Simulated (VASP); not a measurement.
Runs of VASP 6.6.1 on Sb. The structure is that of space group P6_3/mmc (No. 194), or close to it. The cells are those of the table. 

```csv
task,cell,k mesh for the DOS,occupations for the DOS,gap on the mesh (eV),pressure (GPa)
electric field gradients,"a = 3.358, b = 3.358, c = 5.312 Å, angles 90.0, 90.0, 120.0°, 2 atoms",-,-,none,-0.6
single point,"a = 3.369, b = 3.369, c = 5.437 Å, angles 90.0, 90.0, 120.0°, 2 atoms",-,-,none,-2.5
single point,"a = 3.335, b = 3.335, c = 5.330 Å, angles 90.0, 90.0, 120.0°, 2 atoms",-,-,none,(a)
single point,"a = 3.369, b = 3.369, c = 5.223 Å, angles 90.0, 90.0, 120.0°, 2 atoms",-,-,none,0.2
single point,"a = 3.369, b = 3.369, c = 5.383 Å, angles 90.0, 90.0, 120.0°, 2 atoms",-,-,none,-1.9
single point,"a = 3.300, b = 3.300, c = 5.221 Å, angles 90.0, 90.0, 120.0°, 2 atoms",-,-,none,(b)
electric field gradients,"a = 3.335, b = 3.335, c = 5.330 Å, angles 90.0, 90.0, 120.0°, 2 atoms",-,-,none,0.2
```

Alike in all rows: level LDA; potentials or basis VASP PAW LDA potentials, release 64 (Sb); no spin polarisation; k mesh 12 × 12 × 7; cutoff (eV) 520; smearing fermi-dirac 0.03 eV.

Problem. Estimate the missing entries.

Solution. (a) 0.1; (b) 3.5.

Caveats: spin-orbit coupling is left out, which moves the levels of the heavy elements.

A k mesh can miss the band edges, and the runs leave out spin-orbit coupling on Sb.

A gap of «none» marks levels without a gap at the run's occupations.
